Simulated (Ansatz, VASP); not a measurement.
## Y in VASP and in Ansatz

The input POSCAR:

```
Y
1.0
   -2.0078533461      2.0078533461      2.0078533461
    2.0078533461     -2.0078533461      2.0078533461
    2.0078533461      2.0078533461     -2.0078533461
Y
1
Direct
    0.0000000000      0.0000000000      0.0000000000
```

The input INCAR.step1:

```
PREC = Accurate ; ENCUT = 520
ISMEAR = -1 ; SIGMA = 0.1
LREAL = F ; LASPH = T
NELM = 100 ; NBANDS = 12
GGA = PE ; ALGO = Normal
EDIFF = 1E-4 ; LWAVE = T
LCHARG = F
```

Contents of INCAR.step2:

```
PREC = Accurate ; ENCUT = 520
EDIFF = 1E-7 ; ISMEAR = -1
SIGMA = 0.1 ; LREAL = F
LASPH = T ; NELM = 100
ALGO = Normal ; ISIF = 2
LWAVE = F ; LCHARG = F
METAGGA = R2SCAN ; LMIXTAU = T
NBANDS = 12 ; ISTART = 1
```

File KPOINTS:

```
regular mesh
0
Gamma
  12 12 12
```

Input for Ansatz:

```yaml
crystal:
  lattice:
    - [-2.0078533461, 2.0078533461, 2.0078533461]
    - [2.0078533461, -2.0078533461, 2.0078533461]
    - [2.0078533461, 2.0078533461, -2.0078533461]
  atoms:
    - { symbol: "Y", position: [0.0, 0.0, 0.0] }
hamiltonian:
  xc: r2scan
  pseudopotentials:
    kind: paw
    azcp:
      "Y": "pseudopotentials/Y.paw.azcp"
basis:
  ecutwfc: 500
  fft_grid_basis: typed
kpoints:
  mp_grid: { grid: [12, 12, 12], shift: [0, 0, 0] }
magnetization:
  spin_polarized: false
scf:
  occupations: { method: fermi_dirac, width: 0.1 }
  lower_state_search: "off"
output:
  stress: true
  write_density: true
  write_potential: true
  elf: true
  volumetric_format: npy
```

Alike in both runs: task single point; functional r2SCAN; k mesh 12 × 12 × 12; occupations fermi-dirac, width 0.1 eV; no spin polarisation.

```csv
,VASP,Ansatz
version,VASP 6.6.1,Ansatz 0.2.0
potentials or method,"VASP PAW PBE potentials, release 64 (Y_sv), cutoff 520 eV","plane waves (500 eV) with PAW, scalar-relativistic"
valence electrons in the cell,11,11
```

```tsv
	VASP	Ansatz	Ansatz less VASP
pressure (GPa)	1.7	1.7	-0.07
```

VASP's potentials were made for PBE, not for r2SCAN.
